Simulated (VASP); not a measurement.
Input of a VASP 6.6.1 run:

File INCAR:

```
SYSTEM = AlBAs2
PREC     = Accurate       ! precision mode
ENCUT    = 520            ! plane-wave cutoff, eV
EDIFF    = 1E-6           ! SCF threshold, eV
ISMEAR   = 0              ! smearing method
SIGMA    = 0.01           ! smearing width, eV
LREAL    = .False.        ! projectors in reciprocal space
LASPH    = .True.         ! aspherical terms in the spheres
NELM     = 60             ! most SCF steps
ALGO     = Normal         ! electronic algorithm
ISIF     = 2              ! what is computed and relaxed
LWAVE    = .False.        ! write WAVECAR
LCHARG   = .False.        ! write CHGCAR
GGA      = PE             ! functional
NBANDS   = 16             ! bands
```

File KPOINTS:

```
regular mesh
0
Gamma
  6 6 4
  0 0 0
```

File POSCAR:

```
AlBAs2
1.0
    3.6831640366      0.0000000000      0.0000000000
    0.0000000000      3.6831640366      0.0000000000
    0.0000000000      0.0000000000      5.4516037005
B As Al
1 2 1
Direct
    0.0000000000      0.0000000000      0.0000000000
    0.0000000000      0.5000000000      0.2116576157
    0.5000000000      0.0000000000      0.7883423843
    0.5000000000      0.5000000000      0.5000000000
```

Potentials or basis: VASP PAW PBE potentials, release 64 (B, As, Al).

Launch:

```console
$ cat potpaw_PBE.64/B/POTCAR potpaw_PBE.64/As/POTCAR potpaw_PBE.64/Al/POTCAR > POTCAR
$ mpirun -np 1 vasp_std > vasp.out
```

(1) Predict the band gap on the k mesh.

(2) What does it give for the pressure?

(3) Predict the largest force.

## Answers

(1) 0.63 eV, indirect (least direct gap 0.73 eV).

(2) 0.3 GPa.

(3) 0.008 eV/Å.
